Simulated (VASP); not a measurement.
# AlAs (F-43m) in VASP: further runs, part 3 of 3

VASP 6.6.1. The steps go on from the part before.

### 5 G0W0 quasiparticle levels, PBE

Contents of POSCAR:

```
AlAs
1.0
    0.0000000000      2.8305000000      2.8305000000
    2.8305000000      0.0000000000      2.8305000000
    2.8305000000      2.8305000000      0.0000000000
Al As
1 1
Direct
    0.0000000000      0.0000000000      0.0000000000
    0.2500000000      0.2500000000      0.2500000000
```

Contents of INCAR.step1:

```
PREC = Accurate ; ENCUT = 500
EDIFF = 1E-8 ; ISMEAR = 0
SIGMA = 0.01 ; LREAL = F
LASPH = T ; NELM = 100
ALGO = Normal ; LWAVE = T
LCHARG = F ; GGA = PE
```

Contents of INCAR.step2:

```
PREC = Accurate ; ENCUT = 500
EDIFF = 1E-8 ; ISMEAR = 0
SIGMA = 0.01 ; LREAL = F
LASPH = T ; NELM = 1
ALGO = Exact ; LWAVE = T
LCHARG = F ; GGA = PE
NBANDS = 457 ; LOPTICS = T
ISTART = 1
```

Contents of INCAR.step3:

```
PREC = Accurate ; ENCUT = 500
EDIFF = 1E-8 ; ISMEAR = 0
SIGMA = 0.01 ; LREAL = F
LASPH = T ; ALGO = EVGW0
LWAVE = F ; LCHARG = F
GGA = PE ; NELMGW = 1
NBANDS = 457 ; ENCUTGW = 180.0
NOMEGA = 48 ; PRECFOCK = Fast
ISTART = 1 ; NBANDSGW = 12
```

Contents of KPOINTS:

```
regular mesh
0
Gamma
  2 2 2
```

Potentials or basis: VASP PAW PBE potentials, release 64 (Al_GW, As_GW).

Run with:

```bash
cat potpaw_PBE.64/Al_GW/POTCAR potpaw_PBE.64/As_GW/POTCAR > POTCAR
cp INCAR.step1 INCAR
mpirun -np 1 vasp_std > vasp.out
cp INCAR.step2 INCAR
mpirun -np 1 vasp_std > vasp.out
cp INCAR.step3 INCAR
mpirun -np 1 vasp_std > vasp.out
```

OUTCAR:

```text
PREC = Accurate
   ENCUT = 500
   EDIFF = 1E-8
   ISMEAR = 0
   LREAL = F
   LASPH = T
   GGA = PE
   NELMGW = 1
   ENCUTGW = 180.0
   PRECFOCK = Fast
   ISTART = 1

 ion  position               nearest neighbor table
   1  0.000  0.000  0.000-   2 2.45   2 2.45   2 2.45   2 2.45
   2  0.250  0.250  0.250-   1 2.45   1 2.45   1 2.45   1 2.45

  LATTYP: Found a face centered cubic cell.
 ALAT       =     5.6610000000

  Lattice vectors:

 A1 = (   0.0000000000,   2.8305000000,   2.8305000000)
 A2 = (   2.8305000000,   0.0000000000,   2.8305000000)
 A3 = (   2.8305000000,   2.8305000000,   0.0000000000)

Analysis of symmetry for initial positions (statically):
=====================================================================
 Subroutine PRICEL returns:
 Original cell was already a primitive cell.

 Routine SETGRP: Setting up the symmetry group for a
 face centered cubic supercell.

 Subroutine GETGRP returns: Found 24 space group operations
 (whereof 24 operations were pure point group operations)
 out of a pool of 48 trial point group operations.

The static configuration has the point symmetry T_d .

Analysis of symmetry for dynamics (positions and initial velocities):
=====================================================================
 Subroutine PRICEL returns:
 Original cell was already a primitive cell.

 Routine SETGRP: Setting up the symmetry group for a
 face centered cubic supercell.

 Subroutine GETGRP returns: Found 24 space group operations
[... 98 lines left out ...]
   IALGO  =     38    algorithm
   IMIX   =      4    mixing-type and parameters
     AMIX     =   0.40;   BMIX     =  1.00
     AMIX_MAG =   1.60;   BMIX_MAG =  1.00
  volume/ion in A,a.u.               =      22.68       153.03
  Fermi-wavevector in a.u.,A,eV,Ry     =   0.918118  1.734991 11.468895  0.842940
  Thomas-Fermi vector in A             =   2.043163
   LORBIT       =      0    0 simple, 1 ext, 2 COOP (PROOUT), +10 PAW based schemes
   GGA     = PE    functional components
   LHFCALC =     T    Hartree Fock is set to
   PRECFOCK=fast      Normal, Fast or Accurate (Low or Medium for compatibility)
   ENCUT4O =  -1.0   cutoff for four orbital integrals eV
   NKREDX  =     1    reduce k-point grid by
   NKREDY  =     1    reduce k-point grid by
   NKREDZ  =     1    reduce k-point grid by
   AEXX    =    1.0000 exact exchange contribution
   HFSCREEN=    0.0000 screening length (either q_TF or 0.3 A-1)
   HFSCREENC=   0.0000 screening length for correlation (either q_TF or 0.3 A-1)
   ENCUTFOCK=  -1.0 apply spherical cutoff to Coloumb kernel
   IVDW    =     0    specifies the selected vdW correction
   LEPSILON=     F    determine dielectric tensor
   LRPA    =     F    only Hartree local field effects (RPA)
   LRPAFORCE           =     F    calculate RPA forces
   ENCUTGW             = 180.0    cutoff for response function in eV
   ENCUTGWSOFT         = 144.0    soft cutoff for Coulomb kernel in GW response function in eV
   ENCUTLF             =  -1.0    cutoff for local field effects
   NELMGW              =     1    number of iterations in solving QP/BSE equation
   NELMHF              =     1    number of iterations in the inner HF iteration
   NKREDLFX            =     1    NKREDLFY  =   1   NKREDLFZ  =   1
 non-spin polarized calculation
 Gauss-broadening in eV      SIGMA  =   0.01
  energy-cutoff  :      500.00
  volume of cell :       45.35
 maximum number of plane-waves:      1162
 NGX is ok and might be reduce to    30
  NGX = 16; NGY = 16; NGZ = 16
   NGX = 15   NGY = 15   NGZ = 15
 maximum number of plane-waves:       259

 QP shifts <psi_nk| G(iteration)W_0 |psi_nk>: iteration 1
 for sc-GW calculations column KS-energies equals QP-energies in previous step
 and V_xc(KS)=  KS-energies - (<T + V_ion + V_H > + <T+V_H+V_ion>^1  + <V_x>^1)

 k-point   1 :       0.0000    0.0000    0.0000
  band No.  KS-energies  QP-energies   sigma(KS)   V_xc(KS)     V^pw_x(r,r')   Z            occupation Imag(sigma)

      1      -8.1066      -8.7182     -11.7851     -10.8500     -17.7419       0.6541       2.0000       0.9616
      2       3.7612       2.9799     -12.3445     -11.3400     -14.3839       0.7778       2.0000       0.0989
      3       3.7612       2.9799     -12.3445     -11.3400     -14.3839       0.7778       2.0000       0.0989
      4       3.7612       2.9799     -12.3445     -11.3400     -14.3839       0.7778       2.0000       0.0989
      5       5.7755       6.0259      -9.5378      -9.8593      -4.5336       0.7788       0.0000      -0.1312
      6       7.8245       7.8404      -9.0381      -9.0588      -4.0727       0.7730       0.0000      -0.1330
      7       7.8245       7.8404      -9.0381      -9.0588      -4.0727       0.7730       0.0000      -0.1330
      8       7.8245       7.8404      -9.0381      -9.0588      -4.0727       0.7730       0.0000      -0.1330
      9      12.5284      12.1062      -7.7253      -7.1769      -1.9502       0.7697       0.0000      -0.3953
     10      12.5637      12.6164      -8.9743      -9.0414      -3.5736       0.7851       0.0000      -0.2003
     11      12.5637      12.6164      -8.9743      -9.0414      -3.5736       0.7851       0.0000      -0.2003
     12      15.0128      14.6805      -7.7967      -7.3749      -1.8236       0.7880       0.0000      -0.6369
[... 20 lines left out ...]
      1      -6.0410      -6.7926     -12.8791     -11.8348     -17.9197       0.7197       2.0000       0.8075
      2      -1.8216      -2.7382     -11.0450      -9.8331     -13.9492       0.7563       2.0000       0.2000
      3       1.5067       0.6711     -11.5011     -10.4171     -13.7863       0.7709       2.0000       0.0950
      4       1.5067       0.6711     -11.5011     -10.4171     -13.7863       0.7709       2.0000       0.0950
      5       5.0222       4.7803      -7.9686      -7.6617      -3.3702       0.7883       0.0000      -0.1096
      6       5.8976       5.7789      -8.5549      -8.4043      -3.9357       0.7883       0.0000      -0.1067
      7      13.9606      14.0453      -9.5532      -9.6622      -3.3130       0.7767       0.0000      -0.6079
      8      13.9606      14.0453      -9.5532      -9.6622      -3.3130       0.7767       0.0000      -0.6079
      9      15.6025      15.7412      -9.8497     -10.0279      -3.9150       0.7784       0.0000      -0.5903
     10      16.1928      16.2229      -9.7587      -9.7975      -3.8571       0.7757       0.0000      -0.3497
     11      16.1928      16.2229      -9.7587      -9.7975      -3.8571       0.7757       0.0000      -0.3497
     12      16.5627      16.6381      -8.7801      -8.8756      -2.3878       0.7891       0.0000      -0.7096
```

Run time: 97 s. Hardware: 1 thread of Intel Xeon 8259CL, shared host; peak memory 0.3 GiB.

Results:

```
Band gap on the k mesh, mean-field level : 1.26 eV, indirect (least direct gap 2.01 eV)
Quasiparticle gap                        : 1.80 eV
Least direct quasiparticle gap           : 3.05 eV
```

Levels at points of the mesh, in eV from the valence-band top:
```
           k point  band 2  band 3  band 4  band 5  band 6  band 7
(0.00, 0.00, 0.00)    0.00    0.00    0.00    2.01    4.06    4.06
(0.50, 0.00, 0.00)   -5.71   -0.86   -0.86    2.01    4.47    4.47
(0.50, 0.50, 0.00)   -5.58   -2.25   -2.25    1.26    2.14   10.20
```

Caveat: the k points lie up to 0.96 Å⁻¹ apart; bands, screening cutoff and mesh are small and nothing is extrapolated, so the quasiparticle values aren't converged.

### 6 G0W0 quasiparticle levels, PBE

POSCAR is that of step 5.

Contents of INCAR.step1:

```
PREC = Accurate
ENCUT = 500
EDIFF = 1E-8
ISMEAR = 0
SIGMA = 0.01
LREAL = F
LASPH = T
NELM = 100
ALGO = Normal
LWAVE = T
LCHARG = F
GGA = PE
```

Contents of INCAR.step2:

```
PREC = Accurate
ENCUT = 500
EDIFF = 1E-8
ISMEAR = 0
SIGMA = 0.01
LREAL = F
LASPH = T
NELM = 1
ALGO = Exact
LWAVE = T
LCHARG = F
GGA = PE
NBANDS = 325
LOPTICS = T
ISTART = 1
```

Contents of INCAR.step3:

```
PREC = Accurate
ENCUT = 500
EDIFF = 1E-8
ISMEAR = 0
SIGMA = 0.01
LREAL = F
LASPH = T
ALGO = EVGW0
LWAVE = F
LCHARG = F
GGA = PE
NELMGW = 1
NBANDS = 325
ENCUTGW = 143.3
NOMEGA = 48
PRECFOCK = Fast
ISTART = 1
NBANDSGW = 12
```

KPOINTS is that of step 5.

Potentials or basis: VASP PAW PBE potentials, release 64 (Al_GW, As_GW).

Run with:

```bash
cat potpaw_PBE.64/Al_GW/POTCAR potpaw_PBE.64/As_GW/POTCAR > POTCAR
cp INCAR.step1 INCAR
mpirun -np 1 vasp_std > vasp.out
cp INCAR.step2 INCAR
mpirun -np 1 vasp_std > vasp.out
cp INCAR.step3 INCAR
mpirun -np 1 vasp_std > vasp.out
```

OUTCAR:

```text
PREC = Accurate
   ENCUT = 500
   EDIFF = 1E-8
   ISMEAR = 0
   LREAL = F
   LASPH = T
   GGA = PE
   NELMGW = 1
   ENCUTGW = 143.3
   PRECFOCK = Fast
   ISTART = 1

 ion  position               nearest neighbor table
   1  0.000  0.000  0.000-   2 2.45   2 2.45   2 2.45   2 2.45
   2  0.250  0.250  0.250-   1 2.45   1 2.45   1 2.45   1 2.45

  LATTYP: Found a face centered cubic cell.
 ALAT       =     5.6610000000

  Lattice vectors:

 A1 = (   0.0000000000,   2.8305000000,   2.8305000000)
 A2 = (   2.8305000000,   0.0000000000,   2.8305000000)
 A3 = (   2.8305000000,   2.8305000000,   0.0000000000)

Analysis of symmetry for initial positions (statically):
=====================================================================
 Subroutine PRICEL returns:
 Original cell was already a primitive cell.

 Routine SETGRP: Setting up the symmetry group for a
 face centered cubic supercell.

 Subroutine GETGRP returns: Found 24 space group operations
 (whereof 24 operations were pure point group operations)
 out of a pool of 48 trial point group operations.

The static configuration has the point symmetry T_d .

Analysis of symmetry for dynamics (positions and initial velocities):
=====================================================================
 Subroutine PRICEL returns:
 Original cell was already a primitive cell.

 Routine SETGRP: Setting up the symmetry group for a
 face centered cubic supercell.

 Subroutine GETGRP returns: Found 24 space group operations
 (whereof 24 operations were pure point group operations)
 out of a pool of 48 trial point group operations.

The dynamic configuration has the point symmetry T_d .

 Subroutine INISYM returns: Found 24 space group operations
 (whereof 24 operations are pure point group operations),
 and found     1 'primitive' translations

----------------------------------------------------------------------------------------

                                     Primitive cell

  volume of cell :      45.3544

  direct lattice vectors                    reciprocal lattice vectors
     0.000000000  2.830500000  2.830500000    -0.176647235  0.176647235  0.176647235
     2.830500000  0.000000000  2.830500000     0.176647235 -0.176647235  0.176647235
     2.830500000  2.830500000  0.000000000     0.176647235  0.176647235 -0.176647235

  length of vectors
     4.002931488  4.002931488  4.002931488     0.305961987  0.305961987  0.305961987

  position of ions in fractional coordinates (direct lattice)
     0.000000000  0.000000000  0.000000000
     0.250000000  0.250000000  0.250000000

  ion indices of the primitive-cell ions
   primitive index   ion index
                 1           1
                 2           2

----------------------------------------------------------------------------------------

 KPOINTS: regular mesh

Automatic generation of k-mesh.
 Grid dimensions read from file:
 generate k-points for:    2    2    2

 Generating k-lattice:

  Cartesian coordinates                     Fractional coordinates (reciprocal lattice)
    -0.088323618  0.088323618  0.088323618     0.500000000  0.000000000  0.000000000
     0.088323618 -0.088323618  0.088323618     0.000000000  0.500000000  0.000000000
     0.088323618  0.088323618 -0.088323618     0.000000000  0.000000000  0.500000000

  Length of vectors
     0.152980993  0.152980993  0.152980993

  Shift w.r.t. Gamma in fractional coordinates (k-lattice)
     0.000000000  0.000000000  0.000000000

 Subroutine IBZKPT returns following result:
 ===========================================

 Found      3 irreducible k-points:

 Following reciprocal coordinates:
            Coordinates               Weight
  0.000000  0.000000  0.000000      1.000000
  0.500000  0.000000  0.000000      4.000000
  0.500000  0.500000  0.000000      3.000000
   k-points           NKPTS =      3   k-points in BZ     NKDIM =      8   number of bands    NBANDS=    325
   number of dos      NEDOS =    301   number of ions     NIONS =      2
   total plane-waves  NPLWV =  27000
   dimension x,y,z NGX =    30 NGY =   30 NGZ =   30
   dimension x,y,z NGXF=    60 NGYF=   60 NGZF=   60
   ions per type =               1   1
   NGX,Y,Z   is equivalent  to a cutoff of  12.46, 12.46, 12.46 a.u.
   NGXF,Y,Z  is equivalent  to a cutoff of  24.92, 24.92, 24.92 a.u.
 SYSTEM =  unknown system
   PREC   = accura    normal or accurate (medium, high low for compatibility)
   ISTART =      1    job   : 0-new  1-cont  2-samecut
   ICHARG =      0    charge: 1-file 2-atom 10-const
   ISPIN  =      1    spin polarized calculation?
   LNONCOLLINEAR =      F non collinear calculations
   LSORBIT =      F    spin-orbit coupling
   LASPH  =      T    aspherical Exc in radial PAW
   ENCUT  =  500.0 eV  36.75 Ry    6.06 a.u.   7.30  7.30  7.30*2*pi/ulx,y,z
   NELM   =     60;   NELMIN=  2; NELMDL=  0     # of ELM steps
   EDIFF  = 0.1E-07   stopping-criterion for ELM
   LREAL  =      F    real-space projection
   EDIFFG = 0.1E-06   stopping-criterion for IOM
   NSW    =      0    number of steps for IOM
   IBRION =     -1    ionic relax: 0-MD 1-quasi-New 2-CG
   NFREE  =      0    steps in history (QN), initial steepest desc. (CG)
   ISIF   =      0    stress and relaxation
   ISYM   =      3    0-nonsym 1-usesym 2-fastsym
   POTIM  = 0.5000    time-step for ionic-motion
   TEBEG  =    0.0;   TEEND  =   0.0 temperature during run
   PSTRESS=    0.0 pullay stress
   NELECT =       8.0000    total number of electrons
   NUPDOWN=      -1.0000    fix difference up-down
   EMIN   =  10.00;   EMAX   =-10.00  energy-range for DOS
   EFERMI =   0.00;   METHOD = LEGACY
   ISMEAR =     0;   SIGMA  =   0.01  broadening in eV -4-tet -1-fermi 0-gaus
   EFERMI_NEDOS =   21; number of points for ismear=-14 and -15
   IALGO  =     38    algorithm
   IMIX   =      4    mixing-type and parameters
     AMIX     =   0.40;   BMIX     =  1.00
     AMIX_MAG =   1.60;   BMIX_MAG =  1.00
  volume/ion in A,a.u.               =      22.68       153.03
  Fermi-wavevector in a.u.,A,eV,Ry     =   0.918118  1.734991 11.468895  0.842940
  Thomas-Fermi vector in A             =   2.043163
   LORBIT       =      0    0 simple, 1 ext, 2 COOP (PROOUT), +10 PAW based schemes
   GGA     = PE    functional components
   LHFCALC =     T    Hartree Fock is set to
   PRECFOCK=fast      Normal, Fast or Accurate (Low or Medium for compatibility)
   ENCUT4O =  -1.0   cutoff for four orbital integrals eV
   NKREDX  =     1    reduce k-point grid by
   NKREDY  =     1    reduce k-point grid by
   NKREDZ  =     1    reduce k-point grid by
   AEXX    =    1.0000 exact exchange contribution
   HFSCREEN=    0.0000 screening length (either q_TF or 0.3 A-1)
   HFSCREENC=   0.0000 screening length for correlation (either q_TF or 0.3 A-1)
   ENCUTFOCK=  -1.0 apply spherical cutoff to Coloumb kernel
   IVDW    =     0    specifies the selected vdW correction
   LEPSILON=     F    determine dielectric tensor
   LRPA    =     F    only Hartree local field effects (RPA)
   LRPAFORCE           =     F    calculate RPA forces
   ENCUTGW             = 143.3    cutoff for response function in eV
   ENCUTGWSOFT         = 114.6    soft cutoff for Coulomb kernel in GW response function in eV
   ENCUTLF             =  -1.0    cutoff for local field effects
   NELMGW              =     1    number of iterations in solving QP/BSE equation
   NELMHF              =     1    number of iterations in the inner HF iteration
   NKREDLFX            =     1    NKREDLFY  =   1   NKREDLFZ  =   1
 non-spin polarized calculation
 Gauss-broadening in eV      SIGMA  =   0.01
  energy-cutoff  :      500.00
  volume of cell :       45.35
 maximum number of plane-waves:      1162
 NGX is ok and might be reduce to    30
  NGX = 16; NGY = 16; NGZ = 16
   NGX = 15   NGY = 15   NGZ = 15
 maximum number of plane-waves:       190

 QP shifts <psi_nk| G(iteration)W_0 |psi_nk>: iteration 1
 for sc-GW calculations column KS-energies equals QP-energies in previous step
 and V_xc(KS)=  KS-energies - (<T + V_ion + V_H > + <T+V_H+V_ion>^1  + <V_x>^1)

 k-point   1 :       0.0000    0.0000    0.0000
  band No.  KS-energies  QP-energies   sigma(KS)   V_xc(KS)     V^pw_x(r,r')   Z            occupation Imag(sigma)

      1      -8.1066      -8.6699     -11.7209     -10.8500     -17.7419       0.6468       2.0000       0.9654
      2       3.7612       3.0240     -12.2822     -11.3400     -14.3839       0.7824       2.0000       0.0877
      3       3.7612       3.0240     -12.2822     -11.3400     -14.3839       0.7824       2.0000       0.0877
      4       3.7612       3.0240     -12.2822     -11.3400     -14.3839       0.7824       2.0000       0.0877
      5       5.7755       6.0907      -9.4526      -9.8593      -4.5336       0.7751       0.0000      -0.1094
      6       7.8245       7.8467      -9.0302      -9.0588      -4.0727       0.7786       0.0000      -0.1233
      7       7.8245       7.8467      -9.0302      -9.0588      -4.0727       0.7786       0.0000      -0.1233
      8       7.8245       7.8467      -9.0302      -9.0588      -4.0727       0.7786       0.0000      -0.1233
      9      12.5284      12.1213      -7.7061      -7.1769      -1.9502       0.7691       0.0000      -0.3814
     10      12.5637      12.6353      -8.9497      -9.0414      -3.5736       0.7814       0.0000      -0.1853
     11      12.5637      12.6353      -8.9497      -9.0414      -3.5736       0.7814       0.0000      -0.1853
     12      15.0128      14.6974      -7.7819      -7.3749      -1.8236       0.7751       0.0000      -0.6215

 k-point   2 :       0.5000    0.0000    0.0000
  band No.  KS-energies  QP-energies   sigma(KS)   V_xc(KS)     V^pw_x(r,r')   Z            occupation Imag(sigma)
[... 17 lines left out ...]
      1      -6.0410      -6.7448     -12.8086     -11.8348     -17.9197       0.7227       2.0000       0.8329
      2      -1.8216      -2.7191     -11.0102      -9.8331     -13.9492       0.7625       2.0000       0.2071
      3       1.5067       0.7091     -11.4623     -10.4171     -13.7863       0.7631       2.0000       0.1256
      4       1.5067       0.7091     -11.4623     -10.4171     -13.7863       0.7631       2.0000       0.1256
      5       5.0222       4.7968      -7.9499      -7.6617      -3.3702       0.7822       0.0000      -0.0931
      6       5.8976       5.7964      -8.5327      -8.4043      -3.9357       0.7879       0.0000      -0.0860
      7      13.9606      14.0986      -9.4820      -9.6622      -3.3130       0.7653       0.0000      -0.5874
      8      13.9606      14.0986      -9.4820      -9.6622      -3.3130       0.7653       0.0000      -0.5874
      9      15.6025      15.7634      -9.8247     -10.0279      -3.9150       0.7919       0.0000      -0.5977
     10      16.1928      16.2764      -9.6893      -9.7975      -3.8571       0.7724       0.0000      -0.3229
     11      16.1928      16.2764      -9.6893      -9.7975      -3.8571       0.7724       0.0000      -0.3229
     12      16.5627      16.6447      -8.7716      -8.8756      -2.3878       0.7889       0.0000      -0.6917
```

Wall time 34 s (1 thread of Intel Xeon 6975P-C (Granite Rapids), shared host); peak memory 0.29 GiB.

Results:

```yaml
Band_gap_on_the_k_mesh_mean-field_level: 1.26 eV, indirect (least direct gap 2.01 eV)
Quasiparticle_gap: 1.77 eV
Least_direct_quasiparticle_gap: 3.07 eV
```

Levels at points of the mesh, in eV from the valence-band top:
```
           k point  band 1  band 2  band 3  band 4  band 5  band 6  band 7  band 8
(0.00, 0.00, 0.00)  -11.87    0.00    0.00    0.00    2.01    4.06    4.06    4.06
(0.50, 0.00, 0.00)  -10.39   -5.71   -0.86   -0.86    2.01    4.47    4.47    7.67
(0.50, 0.50, 0.00)   -9.80   -5.58   -2.25   -2.25    1.26    2.14   10.20   10.20
```

Caveat: the k points lie up to 0.96 Å⁻¹ apart; bands, screening cutoff and mesh are small and nothing is extrapolated, so the quasiparticle values aren't converged.
